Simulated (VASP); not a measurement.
Set up this calculation in VASP 6.6.1, as the native input.

```yaml
Task: single point
Functional: PBEsol
Dispersion: D3(BJ)
Potentials_or_basis: VASP PAW PBE potentials, release 64 (C)
Cutoff: 520 eV
k_mesh: 8 × 11 × 3
Occupations: gaussian, width 0.05 eV
Spin: no spin polarisation
Dipole_correction: no
Further_INCAR_settings: ALGO = Normal; EDIFF = 1e-06; NBANDS = 31
```

The structure of C lies in POSCAR:

```
C
1.0
    0.0000000000      1.4191802056     -3.2829684911
   -2.4580922212      0.0000000000      0.0000000000
    3.2774562949     10.7744839515      0.7058804750
C
10
Direct
   -0.1207423666      0.7100636766      0.8325477574
    0.7140127005      0.6853502353      0.0640126765
    0.7553239338      0.4415285956      0.2561464467
   -0.2033648330      1.1977069560      0.4482802170
   -0.1620535998      0.9538853163      0.6404139872
    0.7272985327      0.2708281250      0.1281210937
   -0.2313902341      1.0270064853      0.3202548640
   -0.1900790009      0.7831848456      0.5123886342
   -0.1487677677      1.5393632059      0.7045224044
   -0.1074565344      1.2955415662      0.8966561747
```

One way to write it, as run:

INCAR

```
ALGO = Normal
EDIFF = 1E-6
ENCUT = 520
GGA = PS
ISIF = 2
ISMEAR = 0
IVDW = 12
LASPH = True
LCHARG = True
LELF = True
LREAL = False
LVHAR = True
LWAVE = False
NBANDS = 31
NELM = 80
PREC = Accurate
SIGMA = 0.05
```

KPOINTS

```
k-points
0
Gamma
  8 11 3
```

Potentials or basis: VASP PAW PBE potentials, release 64 (C).

Launch:

```sh
$ cat potpaw_PBE.64/C/POTCAR > POTCAR
$ mpirun -np 1 vasp_std > vasp.out
```

It gave:

* Pressure: -4.4 GPa
* Largest force: 5.455 eV/Å
* Band gap on the k mesh: 0.25 eV, indirect (least direct gap 0.32 eV)
* Dispersion energy per atom: -0.110 eV

Caveat: the PAW data sets were made with another functional, which shifts forces and pressure a little.

It took 3.7 min on 1 thread of Intel(R) Xeon(R) Platinum 8488C (Sapphire Rapids), on a shared host, peak memory 0.35 GiB.
